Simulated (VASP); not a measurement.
A run of VASP 6.6.1 is set up as follows.

File INCAR:

```
PREC = Accurate
ENCUT = 520
EDIFF = 1E-7
ISMEAR = 0
SIGMA = 0.02
LREAL = F
LASPH = T
NELM = 100
ALGO = Normal
ISIF = 2
LWAVE = F
LCHARG = F
GGA = PE
NBANDS = 16
```

File KPOINTS:

```
regular mesh
0
Gamma
  8 8 8
```

POSCAR

```
CdS
1.0
    0.0000000000      2.9165000000      2.9165000000
    2.9165000000      0.0000000000      2.9165000000
    2.9165000000      2.9165000000      0.0000000000
Cd S
1 1
Direct
    0.0000000000      0.0000000000      0.0000000000
    0.7500000000      0.7500000000      0.7500000000
```

Potentials or basis: VASP PAW PBE potentials, release 64 (Cd, S).

Run with:

```console
$ cat potpaw_PBE.64/Cd/POTCAR potpaw_PBE.64/S/POTCAR > POTCAR
$ mpirun -np 1 vasp_std > vasp.out
```

(1) Estimate the pressure.

(2) What does it give for the band gap on the k mesh?

Answers

(1) 3.2 GPa.

(2) 1.15 eV, direct.
